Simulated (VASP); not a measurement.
# Zn (Fm-3m) in VASP: settings compared

Zn is run at these levels: PBE0, PBE-based screened hybrid with 25 % exact exchange; tasks: single point.

Program: VASP 6.6.1. These are calculated values, not measurements. Logs are shortened: lines on timing, memory, paths and dates and some standing lists are left out, and cuts for length are marked.

**1. The cell of the first run**

The structure is cubic, space group Fm-3m (No. 225). Conventional cell: a = 3.903 Å, b = 3.903 Å, c = 3.903 Å, α = 90.00°, β = 90.00°, γ = 90.00°. Within 3.6 Å of Zn (site symmetry m-3m) lie 12 Zn at 2.76 Å.

This isn't the form of Zn at room conditions, which is hcp.

**2. Single point, PBE0**

File POSCAR:

```
Zn
1.0
    0.0000000000      1.9515891866      1.9515891866
    1.9515891866      0.0000000000      1.9515891866
    1.9515891866      1.9515891866      0.0000000000
Zn
1
Direct
    0.0000000000      0.0000000000      0.0000000000
```

File INCAR.step1:

```
PREC     = Accurate       # precision mode
ENCUT    = 520            # plane-wave cutoff, eV
EDIFF    = 1E-5           # SCF threshold, eV
ISMEAR   = -1             # smearing method
SIGMA    = 0.05           # smearing width, eV
LREAL    = False          # projectors in reciprocal space
LASPH    = True           # aspherical terms in the spheres
NELM     = 100            # most SCF steps
ALGO     = Normal         # electronic algorithm
ISIF     = 2              # what is computed and relaxed
LWAVE    = True           # write WAVECAR
NBANDS   = 12             # bands
GGA      = PE             # functional
```

File INCAR.step2:

```
PREC     = Accurate       # precision mode
ENCUT    = 520            # plane-wave cutoff, eV
EDIFF    = 1E-7           # SCF threshold, eV
ISMEAR   = -1             # smearing method
SIGMA    = 0.05           # smearing width, eV
LREAL    = False          # projectors in reciprocal space
LASPH    = True           # aspherical terms in the spheres
NELM     = 100            # most SCF steps
ALGO     = Normal         # electronic algorithm
ISIF     = 2              # what is computed and relaxed
LWAVE    = False          # write WAVECAR
LCHARG   = True           # write CHGCAR
GGA      = PE             # functional
LHFCALC  = True           # exact exchange
AEXX     = 0.25           # exact-exchange fraction
PRECFOCK = Normal       
LELF     = True           # ELF
LVHAR    = True         
NBANDS   = 12             # bands
ISTART   = 1
```

File KPOINTS:

```
regular mesh
0
Gamma
  6 6 6
```

Potentials or basis: VASP PAW PBE potentials, release 64 (Zn).

Launch:

```bash
> cat potpaw_PBE.64/Zn/POTCAR > POTCAR
> cp INCAR.step1 INCAR
> mpirun -np 1 vasp_std > vasp.out
> cp INCAR.step2 INCAR
> mpirun -np 1 vasp_std > vasp.out
```

OUTCAR:

```text
PREC = Accurate
   ENCUT = 520
   EDIFF = 1E-7
   ISMEAR = -1
   LREAL = False
   LASPH = True
   NELM = 100
   ISIF = 2
   GGA = PE
   LHFCALC = True
   AEXX = 0.25
   PRECFOCK = Normal
   ISTART = 1

 ion  position               nearest neighbor table
   1  0.000  0.000  0.000-

  LATTYP: Found a face centered cubic cell.
 ALAT       =     3.9031783732

  Lattice vectors:

 A1 = (   0.0000000000,   1.9515891866,   1.9515891866)
 A2 = (   1.9515891866,   0.0000000000,   1.9515891866)
 A3 = (   1.9515891866,   1.9515891866,   0.0000000000)

Analysis of symmetry for initial positions (statically):
=====================================================================
 Subroutine PRICEL returns:
 Original cell was already a primitive cell.

 Routine SETGRP: Setting up the symmetry group for a
 face centered cubic supercell.

 Subroutine GETGRP returns: Found 48 space group operations
 (whereof 48 operations were pure point group operations)
 out of a pool of 48 trial point group operations.

The static configuration has the point symmetry O_h .

Analysis of symmetry for dynamics (positions and initial velocities):
=====================================================================
 Subroutine PRICEL returns:
 Original cell was already a primitive cell.

 Routine SETGRP: Setting up the symmetry group for a
 face centered cubic supercell.

 Subroutine GETGRP returns: Found 48 space group operations
 (whereof 48 operations were pure point group operations)
 out of a pool of 48 trial point group operations.

The dynamic configuration has the point symmetry O_h .

 Subroutine INISYM returns: Found 48 space group operations
 (whereof 48 operations are pure point group operations),
 and found     1 'primitive' translations

----------------------------------------------------------------------------------------

                                     Primitive cell

  volume of cell :      14.8660

  direct lattice vectors                    reciprocal lattice vectors
     0.000000000  1.951589187  1.951589187    -0.256201461  0.256201461  0.256201461
     1.951589187  0.000000000  1.951589187     0.256201461 -0.256201461  0.256201461
     1.951589187  1.951589187  0.000000000     0.256201461  0.256201461 -0.256201461

  length of vectors
     2.759963896  2.759963896  2.759963896     0.443753947  0.443753947  0.443753947

  position of ions in fractional coordinates (direct lattice)
     0.000000000  0.000000000  0.000000000

  ion indices of the primitive-cell ions
   primitive index   ion index
                 1           1

----------------------------------------------------------------------------------------

 KPOINTS: regular mesh

Automatic generation of k-mesh.
 Grid dimensions read from file:
 generate k-points for:    6    6    6

 Generating k-lattice:

  Cartesian coordinates                     Fractional coordinates (reciprocal lattice)
    -0.042700243  0.042700243  0.042700243     0.166666667  0.000000000  0.000000000
     0.042700243 -0.042700243  0.042700243     0.000000000  0.166666667  0.000000000
     0.042700243  0.042700243 -0.042700243     0.000000000  0.000000000  0.166666667

  Length of vectors
     0.073958991  0.073958991  0.073958991

  Shift w.r.t. Gamma in fractional coordinates (k-lattice)
     0.000000000  0.000000000  0.000000000

 Subroutine IBZKPT returns following result:
 ===========================================

 Found     16 irreducible k-points:

 Following reciprocal coordinates:
            Coordinates               Weight
  0.000000  0.000000  0.000000      1.000000
  0.166667  0.000000  0.000000      8.000000
  0.333333  0.000000  0.000000      8.000000
  0.500000  0.000000  0.000000      4.000000
  0.166667  0.166667  0.000000      6.000000
  0.333333  0.166667  0.000000     24.000000
[... 8 lines left out ...]
 -0.333333  0.333333  0.166667     24.000000
 -0.333333  0.500000  0.166667     12.000000
   k-points           NKPTS =     16   k-points in BZ     NKDIM =    216   number of bands    NBANDS=     12
   number of dos      NEDOS =    301   number of ions     NIONS =      1
   total plane-waves  NPLWV =  13824
   dimension x,y,z NGX =    24 NGY =   24 NGZ =   24
   dimension x,y,z NGXF=    48 NGYF=   48 NGZF=   48
   ions per type =               1
   NGX,Y,Z   is equivalent  to a cutoff of  14.46, 14.46, 14.46 a.u.
   NGXF,Y,Z  is equivalent  to a cutoff of  28.91, 28.91, 28.91 a.u.
 SYSTEM =  unknown system
   PREC   = accura    normal or accurate (medium, high low for compatibility)
   ISTART =      1    job   : 0-new  1-cont  2-samecut
   ICHARG =      0    charge: 1-file 2-atom 10-const
   ISPIN  =      1    spin polarized calculation?
   LNONCOLLINEAR =      F non collinear calculations
   LSORBIT =      F    spin-orbit coupling
   LASPH  =      T    aspherical Exc in radial PAW
   ENCUT  =  520.0 eV  38.22 Ry    6.18 a.u.   5.13  5.13  5.13*2*pi/ulx,y,z
   NELM   =    100;   NELMIN=  2; NELMDL=  0     # of ELM steps
   EDIFF  = 0.1E-06   stopping-criterion for ELM
   LREAL  =      F    real-space projection
   EDIFFG = 0.1E-05   stopping-criterion for IOM
   NSW    =      0    number of steps for IOM
   IBRION =     -1    ionic relax: 0-MD 1-quasi-New 2-CG
   NFREE  =      0    steps in history (QN), initial steepest desc. (CG)
   ISIF   =      2    stress and relaxation
   ISYM   =      3    0-nonsym 1-usesym 2-fastsym
   POTIM  = 0.5000    time-step for ionic-motion
   TEBEG  =    0.0;   TEEND  =   0.0 temperature during run
   PSTRESS=    0.0 pullay stress
   NELECT =      12.0000    total number of electrons
   NUPDOWN=      -1.0000    fix difference up-down
   EMIN   =  10.00;   EMAX   =-10.00  energy-range for DOS
   EFERMI =   0.00;   METHOD = LEGACY
   ISMEAR =    -1;   SIGMA  =   0.05  broadening in eV -4-tet -1-fermi 0-gaus
   EFERMI_NEDOS =   21; number of points for ismear=-14 and -15
   IALGO  =     38    algorithm
   IMIX   =      1    mixing-type and parameters
     AMIX     =   0.40;   BMIX     =  1.00
     AMIX_MAG =   1.60;   BMIX_MAG =  1.00
  volume/ion in A,a.u.               =      14.87       100.32
  Fermi-wavevector in a.u.,A,eV,Ry     =   1.524299  2.880508 31.612968  2.323488
  Thomas-Fermi vector in A             =   2.632625
   LORBIT       =      0    0 simple, 1 ext, 2 COOP (PROOUT), +10 PAW based schemes
   GGA     = PE    functional components
   LHFCALC =     T    Hartree Fock is set to
   PRECFOCK=normal    Normal, Fast or Accurate (Low or Medium for compatibility)
   ENCUT4O =  -1.0   cutoff for four orbital integrals eV
   NKREDX  =     1    reduce k-point grid by
   NKREDY  =     1    reduce k-point grid by
   NKREDZ  =     1    reduce k-point grid by
   AEXX    =    0.2500 exact exchange contribution
   HFSCREEN=    0.0000 screening length (either q_TF or 0.3 A-1)
   HFSCREENC=   0.0000 screening length for correlation (either q_TF or 0.3 A-1)
   ENCUTFOCK=  -1.0 apply spherical cutoff to Coloumb kernel
   IVDW    =     0    specifies the selected vdW correction
   LEPSILON=     F    determine dielectric tensor
   LRPA    =     F    only Hartree local field effects (RPA)
 non-spin polarized calculation
  energy-cutoff  :      520.00
  volume of cell :       14.87
 maximum number of plane-waves:       411
 NGX is ok and might be reduce to    24
  NGX = 16; NGY = 16; NGZ = 16

 number of electron      12.0000009 magnetization

 Free energy of the ion-electron system (eV)
  ---------------------------------------------------
  ext. energy  EPLUGINS =         0.00000000
  ---------------------------------------------------
  free energy    TOTEN  =        -1.11286429 eV

  energy without entropy =       -1.10575741  energy(sigma->0) =       -1.10931085

 E-fermi :   3.6537     XC(G=0):  -9.1524

 val. band max:        2.6731646214   @ k =  -0.3333   0.3333   0.1667
 cond. band min:       3.6884520453   @ k =  -0.3333   0.3333   0.1667
 fundamental gap:      1.0152874240
 Fermi energy:         3.6537100314

 k-point     1 :       0.0000    0.0000    0.0000
  band No.  band energies     occupation
      1      -9.1091      2.00000
      2      -7.1784      2.00000
      3      -7.1784      2.00000
      4      -7.1784      2.00000
      5      -6.7890      2.00000
      6      -6.7890      2.00000
      7      23.4802      0.00000
      8      23.4802      0.00000
      9      23.4802      0.00000
     10      23.5265      0.00000
     11      26.0037      0.00000
     12      26.0037      0.00000

 k-point     2 :       0.1667    0.0000    0.0000
  band No.  band energies     occupation
      1      -8.2277      2.00000
      2      -7.1617      2.00000
      3      -7.1042      2.00000
      4      -7.1042      2.00000
      5      -6.7907      2.00000
      6      -6.7907      2.00000
      7      15.8091      0.00000
      8      21.8106      0.00000
      9      21.8106      0.00000
     10      23.1893      0.00000
     11      28.5837      0.00000
     12      28.9925      0.00000

 k-point     3 :       0.3333    0.0000    0.0000
  band No.  band energies     occupation
      1      -7.7464      2.00000
      2      -7.1331      2.00000
      3      -7.1331      2.00000
      4      -6.6060      2.00000
      5      -6.6060      2.00000
      6      -4.8319      2.00000
      7       7.9369      0.00000
      8      20.6056      0.00000
      9      20.6056      0.00000
     10      22.4192      0.00000
     11      25.2379      0.00000
     12      25.2380      0.00000

 k-point     4 :       0.5000    0.0000    0.0000
  band No.  band energies     occupation
      1      -7.8294      2.00000
      2      -7.1878      2.00000
      3      -7.1878      2.00000
      4      -6.4679      2.00000
      5      -6.4679      2.00000
      6      -0.6180      2.00000
      7       1.4474      2.00000
      8      20.3499      0.00000
      9      20.3499      0.00000
     10      21.9843      0.00000
     11      23.7641      0.00000
     12      23.7641      0.00000

 k-point     5 :       0.1667    0.1667    0.0000
  band No.  band energies     occupation
      1      -7.9464      2.00000
      2      -7.3378      2.00000
      3      -7.0033      2.00000
      4      -7.0033      2.00000
      5      -6.8239      2.00000
      6      -6.7150      2.00000
      7      18.5199      0.00000
      8      18.5199      0.00000
      9      19.9171      0.00000
     10      21.0425      0.00000
     11      22.8553      0.00000
     12      31.9303      0.00000
[... 108 lines left out ...]
      1      -7.8594      2.00000
      2      -7.8133      2.00000
      3      -6.4908      2.00000
      4      -6.3753      2.00000
      5      -6.3753      2.00000
      6       1.6290      2.00000
      7       5.6738      0.00000
      8      12.9742      0.00000
      9      12.9742      0.00000
     10      16.5223      0.00000
     11      18.1009      0.00000
     12      41.4901      0.00000

 k-point    14 :       0.5000    0.3333    0.1667
  band No.  band energies     occupation
      1      -7.4567      2.00000
      2      -7.3853      2.00000
      3      -7.0940      2.00000
      4      -6.6608      2.00000
      5      -6.6103      2.00000
      6      -2.0625      2.00000
      7       9.7726      0.00000
      8      10.6165      0.00000
      9      13.8944      0.00000
     10      23.7410      0.00000
     11      24.1587      0.00000
     12      28.4578      0.00000

 k-point    15 :      -0.3333    0.3333    0.1667
  band No.  band energies     occupation
      1      -7.4232      2.00000
      2      -7.3798      2.00000
      3      -7.0972      2.00000
      4      -6.8015      2.00000
      5      -6.4654      2.00000
      6       2.6732      2.00000
      7       3.6885      0.66591
      8      11.0143      0.00000
      9      11.3657      0.00000
     10      23.7972      0.00000
     11      26.2581      0.00000
     12      31.2443      0.00000

 k-point    16 :      -0.3333    0.5000    0.1667
  band No.  band energies     occupation
      1      -7.6175      2.00000
      2      -7.5536      2.00000
      3      -6.8665      2.00000
      4      -6.6638      2.00000
      5      -6.3737      2.00000
      6       4.0285      0.00111
      7       6.5356      0.00000
      8       8.3613      0.00000
      9       9.4303      0.00000
     10      22.7184      0.00000
     11      23.8001      0.00000
     12      32.1588      0.00000

------------------------ aborting loop because EDIFF is reached ----------------------------------------

  FORCE on cell =-STRESS in cart. coord.  units (eV):
  Direction    XX          YY          ZZ          XY          YZ          ZX
  --------------------------------------------------------------------------------------
  -------------------------------------------------------------------------------------
  Total        0.0668426      0.0668426      0.0668426      0.0000000      0.0000000     -0.0000000
  in kB        7.2039163      7.2039163      7.2039163      0.0000000      0.0000000     -0.0000000
  external PRESSURE =       7.2039163 kB  Pullay stress =       0.0000000 kB

 VOLUME and BASIS-vectors are now :
 -----------------------------------------------------------------------------
  energy-cutoff  :      520.00
  volume of cell :       14.87
      direct lattice vectors                 reciprocal lattice vectors
     0.000000000  1.951589187  1.951589187    -0.256201461  0.256201461  0.256201461
     1.951589187  0.000000000  1.951589187     0.256201461 -0.256201461  0.256201461
     1.951589187  1.951589187  0.000000000     0.256201461  0.256201461 -0.256201461

 POSITION                                       TOTAL-FORCE (eV/Angst)
 -----------------------------------------------------------------------------------
      0.00000      0.00000      0.00000         0.000000      0.000000      0.000000
 -----------------------------------------------------------------------------------
    total drift:                               -0.000000     -0.000000     -0.000000

  FREE ENERGIE OF THE ION-ELECTRON SYSTEM (eV)
  ---------------------------------------------------
  free  energy   TOTEN  =        -1.1128642859 eV

  energy  without entropy=       -1.1057574066  energy(sigma->0) =       -1.10931085
```

It took 8.7 min on 1 thread of Intel Xeon 8259CL, shared host; peak memory 0.14 GiB.

Results:

* Free energy: -1.1129 eV
* Pressure: 0.7 GPa
* Band gap on the k mesh: zero (bands 6 and 7 overlap by 2.58 eV)

Caveat: the k points lie up to 0.46 Å⁻¹ apart, too coarse for converged energies and pressures of a metal; the PAW data sets were made with another functional, which shifts forces and pressure a little.

**3. Single point, PBE0**

This run uses another cell than the first one, of 15.17 Å³/atom.

File POSCAR:

```
Zn
1.0
    0.0000000000      1.9647760000      1.9647760000
    1.9647760000      0.0000000000      1.9647760000
    1.9647760000      1.9647760000      0.0000000000
Zn
1
Direct
    0.0000000000      0.0000000000      0.0000000000
```

File INCAR.step1:

```
PREC = Accurate
ENCUT = 520
EDIFF = 1E-5
ISMEAR = -1
SIGMA = 0.05
LREAL = False
LASPH = True
NELM = 80
ALGO = Normal
ISIF = 2
LWAVE = True
LCHARG = False
NBANDS = 12
GGA = PE
```

File INCAR.step2:

```
PREC = Accurate
ENCUT = 520
EDIFF = 1E-7
ISMEAR = -1
SIGMA = 0.05
LREAL = False
LASPH = True
NELM = 80
ALGO = Normal
ISIF = 2
LWAVE = False
LCHARG = False
GGA = PE
LHFCALC = True
AEXX = 0.25
PRECFOCK = Normal
NBANDS = 12
ISTART = 1
```

File KPOINTS:

```
Automatic mesh
0
Gamma
  6 6 6
```

Potentials or basis: VASP PAW PBE potentials, release 64 (Zn).

Launch:

```bash
> cat potpaw_PBE.64/Zn/POTCAR > POTCAR
> cp INCAR.step1 INCAR
> mpirun -np 1 vasp_std > vasp.out
> cp INCAR.step2 INCAR
> mpirun -np 1 vasp_std > vasp.out
```

Run time: 8.3 min. Hardware: 1 thread of Intel Xeon 8259CL, shared host; peak memory 0.14 GiB.

The run converged. Its results:

```
Free energy            : -1.1127 eV
Pressure               : -0.9 GPa
Band gap on the k mesh : zero (bands 6 and 7 overlap by 2.64 eV)
```

Levels at points of the mesh, in eV from the Fermi level:
```csv
k point,band 4,band 5,band 6,band 7,band 8,band 9
"(0.00, 0.00, 0.00)",-10.74,-10.37,-10.37,19.57,19.57,19.57
"(0.50, 0.00, 0.00)",-10.06,-10.06,-4.14,-2.21,16.48,16.48
"(0.50, 0.50, 0.00)",-9.97,-9.97,-1.93,1.98,9.25,9.25
```

Caveat: the k points lie up to 0.46 Å⁻¹ apart, too coarse for converged energies and pressures of a metal; the PAW data sets were made with another functional, which shifts forces and pressure a little.

**4. Single point, PBE-based screened hybrid with 25 % exact exchange**

This run uses another cell than the first one, of 15.17 Å³/atom.

POSCAR is that of step 3.

File INCAR.step1:

```
PREC     = Accurate       # precision mode
ENCUT    = 400            # plane-wave cutoff, eV
EDIFF    = 1E-5           # SCF threshold, eV
ISMEAR   = -1             # smearing method
SIGMA    = 0.05           # smearing width, eV
LREAL    = False          # projectors in reciprocal space
LASPH    = True           # aspherical terms in the spheres
NELM     = 120            # most SCF steps
ALGO     = Normal         # electronic algorithm
ISIF     = 2              # what is computed and relaxed
LWAVE    = True           # write WAVECAR
LCHARG   = False          # write CHGCAR
NBANDS   = 12             # bands
GGA      = PE             # functional
GGA_COMPAT= False
```

File INCAR.step2:

```
PREC     = Accurate       # precision mode
ENCUT    = 400            # plane-wave cutoff, eV
EDIFF    = 1E-6           # SCF threshold, eV
ISMEAR   = -1             # smearing method
SIGMA    = 0.05           # smearing width, eV
LREAL    = False          # projectors in reciprocal space
LASPH    = True           # aspherical terms in the spheres
NELM     = 120            # most SCF steps
ALGO     = Normal         # electronic algorithm
ISIF     = 2              # what is computed and relaxed
LWAVE    = False          # write WAVECAR
LCHARG   = False          # write CHGCAR
GGA      = PE             # functional
LHFCALC  = True           # exact exchange
AEXX     = 0.25           # exact-exchange fraction
HFSCREEN = 0.3            # screening, 1/A
PRECFOCK = Normal       
NBANDS   = 12             # bands
ISTART   = 1            
GGA_COMPAT= False
```

File KPOINTS:

```
regular mesh
0
Gamma
  6 6 6
```

Launch:

```bash
> cat potpaw_PBE.64/Zn/POTCAR > POTCAR
> cp INCAR.step1 INCAR
> mpirun -np 1 vasp_std > vasp.out
> cp INCAR.step2 INCAR
> mpirun -np 1 vasp_std > vasp.out
```

Run time: 5.8 min. Hardware: 1 thread of Intel Xeon Platinum 8375C at 2.90GHz (Ice Lake), shared host; peak memory 0.21 GiB.

The run converged. Its results:

- Free energy: -1.0819 eV
- Pressure: -0.9 GPa
- Band gap on the k mesh: zero (bands 6 and 7 overlap by 2.03 eV)

Levels at points of the mesh, in eV from the Fermi level:
| k point | band 3 | band 4 | band 5 | band 6 | band 7 | band 8 | band 9 | band 10 |
| --- | --- | --- | --- | --- | --- | --- | --- | --- |
| (0.00, 0.00, 0.00) | -10.00 | -10.00 | -9.62 | -9.62 | 19.15 | 19.15 | 19.15 | 19.36 |
| (0.50, 0.00, 0.00) | -10.01 | -9.32 | -9.32 | -3.52 | -1.75 | 16.06 | 16.06 | 17.85 |
| (0.50, 0.50, 0.00) | -9.34 | -9.23 | -9.23 | -1.39 | 1.71 | 8.85 | 8.85 | 12.37 |

Caveat: the k points lie up to 0.46 Å⁻¹ apart, too coarse for converged energies and pressures of a metal; the PAW data sets were made with another functional, which shifts forces and pressure a little.

(Continued in part 2 of 2.)

The gap in the log of VASP goes by the Fermi energy; the results here count the filled bands.